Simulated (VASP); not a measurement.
# Al30Ga (a cell with a defect): single point with PBE

The system is Al30Ga (a cell with a defect).

```
CELL_PARAMETERS angstrom
8.10000 0.00000 0.00000
0.00000 8.10000 0.00000
0.00000 0.00000 8.10000
ATOMIC_POSITIONS crystal
Al 0.50093 0.00000 0.99901
Al 0.75009 0.25058 0.99856
Al 0.75084 0.00000 0.24835
Al 0.99979 0.00000 0.99979
Al 0.25087 0.24966 0.00015
Al 0.50178 0.50000 0.99791
Al 0.75009 0.74942 0.99856
Al 0.50138 0.25164 0.24836
Al 0.75036 0.50000 0.25070
Al 0.75050 0.25241 0.50086
Al 0.75082 0.00000 0.75082
Al 0.99916 0.50000 0.99916
Al 0.25087 0.75034 0.00015
Al 0.00015 0.24966 0.25087
Al 0.25047 0.50000 0.25047
Al 0.50138 0.74836 0.24836
Al 0.99901 0.00000 0.50093
Al 0.24836 0.25164 0.50138
Al 0.50167 0.50000 0.50167
Al 0.75050 0.74759 0.50086
Al 0.24835 0.00000 0.75084
Al 0.50086 0.25241 0.75050
Al 0.74931 0.50000 0.74931
Al 0.00015 0.75034 0.25087
Al 0.99791 0.50000 0.50178
Al 0.24836 0.74836 0.50138
Al 0.99856 0.25058 0.75009
Al 0.25070 0.50000 0.75036
Al 0.50086 0.74759 0.75050
Al 0.99856 0.74942 0.75009
Ga 0.49732 0.00000 0.49732
```

```json
{"Program": "VASP 6.6.1", "Task": "single point", "Functional": "PBE", "Potentials or basis": "VASP PAW PBE potentials, release 64 (Al, Ga_d)", "Cutoff": "520 eV", "k mesh": "2 × 2 × 2", "Occupations": "gaussian, width 0.1 eV", "Spin": "no spin polarisation"}
```

* Pressure: -0.3 GPa
* Largest force: 0.033 eV/Å
* Band gap on the k mesh: zero (an odd number of electrons rules out a gap without spin polarisation)

Forces in eV/Å, atoms in the order of the input:
```
Al   0.006  0.000 -0.017
Al   0.008  0.015 -0.025
Al   0.005  0.000 -0.011
Al   0.007  0.000  0.007
Al   0.006  0.001  0.007
Al   0.014  0.000 -0.021
Al   0.008 -0.015 -0.025
Al   0.017  0.011 -0.019
Al   0.017  0.000  0.010
Al   0.000  0.020  0.017
Al  -0.003  0.000 -0.003
Al  -0.018  0.000 -0.018
Al   0.006 -0.001  0.007
Al   0.007  0.001  0.006
Al   0.003  0.000  0.003
Al   0.017 -0.011 -0.019
Al  -0.017  0.000  0.006
Al  -0.019  0.011  0.017
Al   0.016  0.000  0.016
Al   0.000 -0.020  0.017
Al  -0.011  0.000  0.005
Al   0.017  0.020  0.000
Al  -0.006  0.000 -0.006
Al   0.007 -0.001  0.006
Al  -0.021  0.000  0.014
Al  -0.019 -0.011  0.017
Al  -0.025  0.015  0.008
Al   0.010  0.000  0.017
Al   0.017 -0.020  0.000
Al  -0.025 -0.015  0.008
Ga  -0.023  0.000 -0.023
```

Stress tensor (GPa, compression positive):
```
-0.21  0.00 -0.10
 0.00 -0.56  0.00
-0.10  0.00 -0.21
```

Levels at points of the mesh, in eV from the Fermi level:
| k point | band 49 | band 50 | band 51 | band 52 | band 53 | band 54 |
| --- | --- | --- | --- | --- | --- | --- |
| (0.00, 0.00, 0.00) | -0.05 | -0.03 | 0.54 | 0.65 | 0.67 | 0.76 |
| (0.50, 0.00, 0.00) | -0.07 | -0.02 | 0.01 | 0.02 | 0.05 | 0.12 |
| (0.00, 0.50, 0.00) | -0.13 | 0.00 | 0.00 | 0.01 | 0.02 | 0.05 |
| (0.50, 0.50, 0.00) | -0.71 | -0.09 | -0.06 | -0.05 | 0.64 | 1.17 |
| (0.50, 0.00, 0.50) | -0.73 | -0.14 | -0.06 | -0.06 | 0.68 | 1.23 |
| (0.50, 0.50, 0.50) | -0.40 | -0.38 | -0.36 | -0.35 | -0.32 | -0.24 |

It took 3 min on 1 thread of AMD EPYC 9R45 96-Core Processor (Zen 5), with other jobs on the host, peak memory 0.5 GiB.

Caveat: the k points lie up to 0.39 Å⁻¹ apart, too coarse for converged energies and pressures of a metal.
